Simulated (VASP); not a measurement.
# TaN (P-6m2) in VASP: a series of runs, part 2 of 2

VASP 6.6.1. Earlier steps stand in the parts before.

## (3) Density of states, PBEsol+U

File POSCAR:

```
TaN
1.0
    2.9380000000      0.0000000000      0.0000000000
   -1.4690000000      2.5443826363      0.0000000000
    0.0000000000      0.0000000000      2.8830000000
Ta N
1 1
Direct
    0.0000000000      0.0000000000      0.5000000000
    0.6666666667      0.3333333333      0.0000000000
```

File INCAR.step1:

```
ALGO = Normal
EDIFF = 1E-6
ENCUT = 520
GGA = PS
ISIF = 2
ISMEAR = -1
LASPH = True
LCHARG = True
LDAU = True
LDAUJ = 0 0
LDAUL = 2 -1
LDAUPRINT = 1
LDAUTYPE = 2
LDAUU = 6 0
LMAXMIX = 4
LREAL = False
LWAVE = False
NBANDS = 15
NELM = 150
PREC = Accurate
SIGMA = 0.05
```

File KPOINTS.step1:

```
k-points
0
Gamma
  10 10 9
```

File INCAR.step2:

```
ALGO = Normal
EDIFF = 1E-6
ENCUT = 520
GGA = PS
ICHARG = 11
ISIF = 2
ISMEAR = -5
LASPH = True
LCHARG = False
LDAU = True
LDAUJ = 0 0
LDAUL = 2 -1
LDAUPRINT = 1
LDAUTYPE = 2
LDAUU = 6 0
LMAXMIX = 4
LORBIT = 11
LREAL = False
LWAVE = False
NBANDS = 15
NEDOS = 1001
NELM = 150
PREC = Accurate
SIGMA = 0.05
```

File KPOINTS.step2:

```
k-points
0
Gamma
  15 15 14
```

Potentials or basis: VASP PAW PBE potentials, release 64 (Ta_pv, N).

The run is started by

```bash
cat potpaw_PBE.64/Ta_pv/POTCAR potpaw_PBE.64/N/POTCAR > POTCAR
cp INCAR.step1 INCAR
cp KPOINTS.step1 KPOINTS
mpirun -np 1 vasp_std > vasp.out
cp INCAR.step2 INCAR
cp KPOINTS.step2 KPOINTS
mpirun -np 1 vasp_std > vasp.out
```

OUTCAR:

```text
EDIFF = 1E-6
   ENCUT = 520
   GGA = PS
   ICHARG = 11
   ISIF = 2
   ISMEAR = -5
   LASPH = True
   LORBIT = 11
   LREAL = False
   NELM = 150
   PREC = Accurate

 ion  position               nearest neighbor table
   1  0.000  0.000  0.500-   2 2.23   2 2.23   2 2.23   2 2.23   2 2.23   2 2.23
   2  0.667  0.333  0.000-   1 2.23   1 2.23   1 2.23   1 2.23   1 2.23   1 2.23

  LATTYP: Found a hexagonal cell.
 ALAT       =     2.9380000000
 C/A-ratio  =     0.9812797822

  Lattice vectors:

 A1 = (   2.9380000000,   0.0000000000,   0.0000000000)
 A2 = (  -1.4690000000,   2.5443826363,   0.0000000000)
 A3 = (   0.0000000000,   0.0000000000,   2.8830000000)

Analysis of symmetry for initial positions (statically):
=====================================================================
 Subroutine PRICEL returns:
 Original cell was already a primitive cell.

 Routine SETGRP: Setting up the symmetry group for a
 hexagonal supercell.

 Subroutine GETGRP returns: Found 12 space group operations
 (whereof 12 operations were pure point group operations)
 out of a pool of 24 trial point group operations.

The static configuration has the point symmetry D_3h.

Analysis of symmetry for dynamics (positions and initial velocities):
=====================================================================
 Subroutine PRICEL returns:
 Original cell was already a primitive cell.

 Routine SETGRP: Setting up the symmetry group for a
 hexagonal supercell.

 Subroutine GETGRP returns: Found 12 space group operations
 (whereof 12 operations were pure point group operations)
 out of a pool of 24 trial point group operations.

The dynamic configuration has the point symmetry D_3h.

 Subroutine INISYM returns: Found 12 space group operations
 (whereof 12 operations are pure point group operations),
 and found     1 'primitive' translations

----------------------------------------------------------------------------------------

                                     Primitive cell
[... 166 lines left out ...]
  o =  0.3038  v =  0.0000  0.0000  0.0000  0.0000  0.0000  0.0000  0.0000 -1.0000  0.0000  0.0000      0.0000  0.0000  0.0000  0.0000  0.0000  0.0000  0.0000  0.0000  0.0000  0.0000

 number of electron      16.0000001 magnetization

 Free energy of the ion-electron system (eV)
  ---------------------------------------------------
  ext. energy  EPLUGINS =         0.00000000
  ---------------------------------------------------
  free energy    TOTEN  =       -18.43097247 eV

  energy without entropy =      -18.43097247  energy(sigma->0) =      -18.43097247

 E-fermi :   9.0191     XC(G=0): -13.5217

 val. band max:        9.2161068320   @ k =   0.0000   0.0000   0.3571
 cond. band min:       9.0067084716   @ k =   0.0000   0.0000   0.4286
 fundamental gap:     -0.2093983605
 Fermi energy:         9.0190665908

 k-point     1 :       0.0000    0.0000    0.0000
  band No.  band energies     occupation
      1     -27.2008      2.00000
      2     -26.9515      2.00000
      3     -26.9515      2.00000
      4      -9.3434      2.00000
      5       4.1862      2.00000
      6       4.1862      2.00000
      7       4.4773      2.00000
      8       5.5452      2.00000
      9      10.4800      0.00000
     10      12.4444      0.00000
     11      12.4444      0.00000
     12      13.5933      0.00000
     13      13.5933      0.00000
     14      20.6881      0.00000
[... 401 lines left out ...]
      2     -27.4013      2.00000
      3     -27.0522      2.00000
      4      -6.6638      2.00000
      5       0.5121      2.00000
      6       3.3644      2.00000
      7       3.7033      2.00000
      8       7.5636      2.00000
      9      10.9183      0.00000
     10      11.3108      0.00000
     11      12.2762      0.00000
     12      16.2648      0.00000
     13      19.4349      0.00000
     14      20.2874      0.00000
     15      20.7945      0.00000

 [... further k-points ...]
[... 5 lines left out ...]
  --------------------------------------------------------------------------------------
  -------------------------------------------------------------------------------------
  Total        2.0531451      2.0531451      2.3298136      0.0000000     -0.0000000      0.0000000
  in kB      152.6340257    152.6340257    173.2020015      0.0000000     -0.0000000      0.0000000
  external PRESSURE =     159.4900177 kB  Pullay stress =       0.0000000 kB

 VOLUME and BASIS-vectors are now :
 -----------------------------------------------------------------------------
  energy-cutoff  :      520.00
  volume of cell :       21.55
      direct lattice vectors                 reciprocal lattice vectors
     2.938000000  0.000000000  0.000000000     0.340367597  0.196511324  0.000000000
    -1.469000000  2.544382636  0.000000000     0.000000000  0.393022648  0.000000000
     0.000000000  0.000000000  2.883000000     0.000000000  0.000000000  0.346860909

 POSITION                                       TOTAL-FORCE (eV/Angst)
 -----------------------------------------------------------------------------------
      0.00000      0.00000      1.44150        -0.000000      0.000000      0.000000
      1.46900      0.84813      0.00000         0.000000      0.000000      0.000000
 -----------------------------------------------------------------------------------
    total drift:                               -0.000265      0.000153      0.000000

  FREE ENERGIE OF THE ION-ELECTRON SYSTEM (eV)
  ---------------------------------------------------
  free  energy   TOTEN  =       -18.4309724743 eV

  energy  without entropy=      -18.4309724743  energy(sigma->0) =      -18.43097247

 total charge

# of ion       s       p       d       tot
------------------------------------------
    1        0.325   6.293   2.224   8.842
    2        1.221   2.536   0.000   3.756
--------------------------------------------------
tot          1.546   8.828   2.224  12.598
```

OSZICAR.step1:

```text
N       E                     dE             d eps       ncg     rms          rms(c)
DAV:   1     0.968294539600E+02    0.96829E+02   -0.87927E+03  2108   0.112E+03
DAV:   2    -0.183240338737E+02   -0.11515E+03   -0.10908E+03  2499   0.305E+02
DAV:   3    -0.214255045098E+02   -0.31015E+01   -0.30887E+01  2520   0.482E+01
DAV:   4    -0.214384559772E+02   -0.12951E-01   -0.12948E-01  2639   0.339E+00
DAV:   5    -0.214385315913E+02   -0.75614E-04   -0.75609E-04  2513   0.241E-01    0.228E+01
DAV:   6    -0.185166403233E+02    0.29219E+01   -0.46163E+00  2723   0.251E+01    0.943E+00
DAV:   7    -0.184726927062E+02    0.43948E-01   -0.79760E-01  2289   0.613E+00    0.594E+00
DAV:   8    -0.184427239026E+02    0.29969E-01   -0.22516E-01  2506   0.385E+00    0.131E+00
DAV:   9    -0.184311990332E+02    0.11525E-01   -0.32230E-02  2331   0.145E+00    0.260E-01
DAV:  10    -0.184319177666E+02   -0.71873E-03   -0.30636E-03  2478   0.618E-01    0.106E-01
DAV:  11    -0.184316614463E+02    0.25632E-03   -0.37531E-04  2464   0.203E-01    0.192E-02
DAV:  12    -0.184316728848E+02   -0.11439E-04   -0.57414E-05  2205   0.622E-02    0.168E-02
DAV:  13    -0.184316709250E+02    0.19599E-05   -0.39060E-06  2429   0.183E-02    0.551E-03
DAV:  14    -0.184316709948E+02   -0.69894E-07   -0.43221E-07  1050   0.573E-03
   1 F= -.18431671E+02 E0= -.18431537E+02  d E =-.268943E-03
```

It took 33 s on 1 thread of Intel Xeon 6975P-C (Granite Rapids), shared host; peak memory 0.19 GiB.

Results:

| Property | Result |
| --- | --- |
| Valence electrons inside the program's atomic spheres | Ta 8.84; N 3.76 |

Levels at points of the mesh, in eV from the Fermi level:
| k point | band 4 | band 5 | band 6 | band 7 | band 8 | band 9 | band 10 | band 11 | band 12 | band 13 |
| --- | --- | --- | --- | --- | --- | --- | --- | --- | --- | --- |
| (0.00, 0.00, 0.00) | -18.36 | -4.83 | -4.83 | -4.54 | -3.47 | 1.46 | 3.43 | 3.43 | 4.57 | 4.57 |
| (0.00, 0.00, 0.50) | -15.63 | -10.11 | -3.95 | -3.95 | -0.07 | -0.07 | 2.08 | 3.45 | 3.45 | 7.36 |

Eigenvalues of the final occupation matrices:
```csv
site,spin,trace,eigenvalues
site 1 d,1,1.14,0.17 0.17 0.25 0.25 0.30
site 1 d,2,1.14,0.17 0.17 0.25 0.25 0.30
```

Caveat: the PAW data sets were made with another functional, which shifts forces and pressure a little; spin-orbit coupling is left out, which moves the levels of the heavy elements; U without spin polarisation on a metal has little footing; tetrahedron occupations give inexact forces and stress in metals.

## (4) Density of states, LDA (volume scaled by 0.92)

File POSCAR:

```
TaN
1.0
    2.8574659700      0.0000000000      0.0000000000
   -1.4287329850      2.4746381205      0.0000000000
    0.0000000000      0.0000000000      2.8039735900
Ta N
1 1
Direct
    0.0000000000      0.0000000000      0.5000000000
    0.6666666667      0.3333333333      0.0000000000
```

File INCAR.step1:

```
SYSTEM = TaN
ALGO = Normal
EDIFF = 1E-7
ENCUT = 520
GGA = CA
ISIF = 2
ISMEAR = 0
LASPH = .True.
LCHARG = .True.
LMAXMIX = 4
LREAL = .False.
LWAVE = .False.
NBANDS = 15
NELM = 60
PREC = Accurate
SIGMA = 0.05
```

File KPOINTS.step1:

```
k-points
0
Gamma
  11 11 9
  0 0 0
```

File INCAR.step2:

```
SYSTEM = TaN
ALGO = Normal
EDIFF = 1E-7
ENCUT = 520
GGA = CA
ICHARG = 11
ISIF = 2
ISMEAR = -5
LASPH = .True.
LCHARG = .False.
LMAXMIX = 4
LORBIT = 10
LREAL = .False.
LWAVE = .False.
NBANDS = 15
NEDOS = 2001
NELM = 60
PREC = Accurate
SIGMA = 0.05
```

File KPOINTS.step2:

```
k-points
0
Gamma
  17 17 14
  0 0 0
```

Potentials or basis: VASP PAW LDA potentials, release 64 (Ta_pv, N).

The run is started by

```bash
cat potpaw_LDA.64/Ta_pv/POTCAR potpaw_LDA.64/N/POTCAR > POTCAR
cp INCAR.step1 INCAR
cp KPOINTS.step1 KPOINTS
mpirun -np 1 vasp_std > vasp.out
cp INCAR.step2 INCAR
cp KPOINTS.step2 KPOINTS
mpirun -np 1 vasp_std > vasp.out
```

Run time: 97 s. Hardware: 1 thread of Intel Xeon 8259CL, shared host; peak memory 0.2 GiB.

It converged, with:

| Property | Result |
| --- | --- |
| Valence electrons inside the program's atomic spheres | Ta 9.24; N 3.77 |

Levels at points of the mesh, in eV from the Fermi level:
```tsv
k point	band 6	band 7	band 8	band 9	band 10	band 11
(0.00, 0.00, 0.00)	-4.87	-4.55	-2.90	3.07	4.04	4.04
(0.00, 0.00, 0.50)	-3.98	-3.98	-0.09	-0.09	2.75	3.58
```

Caveat: spin-orbit coupling is left out, which moves the levels of the heavy elements; tetrahedron occupations give inexact forces and stress in metals.

## (5) Elastic constants, PBEsol

File INCAR:

```
SYSTEM = TaN
PREC = Accurate
ENCUT = 600
EDIFF = 1E-8
ISMEAR = -1
SIGMA = 0.05
LREAL = .FALSE.
LASPH = .TRUE.
NELM = 80
ALGO = Normal
ISIF = 3
LWAVE = .FALSE.
LCHARG = .FALSE.
GGA = PS
NBANDS = 15
IBRION = 6
NFREE = 2
POTIM = 0.015
NSW = 1
```

File KPOINTS:

```
regular mesh
0
G
  8 8 7
  0 0 0
```

File POSCAR:

```
TaN
1.0
    2.9380000000      0.0000000000      0.0000000000
   -1.4690000000      2.5443826363      0.0000000000
    0.0000000000      0.0000000000      2.8830000000
Ta N
1 1
Direct
    0.0000000000      0.0000000000      0.5000000000
    0.6666666667      0.3333333333      0.0000000000
```

Potentials or basis: VASP PAW PBE potentials, release 64 (Ta_pv, N).

The run is started by

```bash
cat potpaw_PBE.64/Ta_pv/POTCAR potpaw_PBE.64/N/POTCAR > POTCAR
mpirun -np 1 vasp_std > vasp.out
```

Wall time 2.5 min (1 thread of Intel Xeon 6975P-C (Granite Rapids), shared host); peak memory 0.23 GiB.

It converged, with:

* Voigt bulk modulus: 351 GPa
* Highest phonon frequency at Γ, LO-TO splitting left out: 538 cm⁻¹

Phonon frequencies in cm⁻¹ (negative: imaginary):
```csv
q point,frequencies
"(0.000, 0.000, 0.000)",0 0 0 525 525 538
```

Elastic tensor in Voigt notation (GPa, in the Cartesian axes of the cell as first typed):
```
675 183 153   0   0   0
183 675 153   0   0   0
153 153 831   0   0   0
  0   0   0 244   0   0
  0   0   0   0 244   0
  0   0   0   0   0 246
```

Clamped-ion elastic tensor (GPa):
```
677 182 153   0   0   0
182 677 153   0   0   0
153 153 831   0   0   0
  0   0   0 244   0   0
  0   0   0   0 244   0
  0   0   0   0   0 247
```

Caveat: the cell is under stress, which shifts elastic constants; the PAW data sets were made with another functional, which shifts forces and pressure a little; spin-orbit coupling is left out, which moves the levels of the heavy elements.
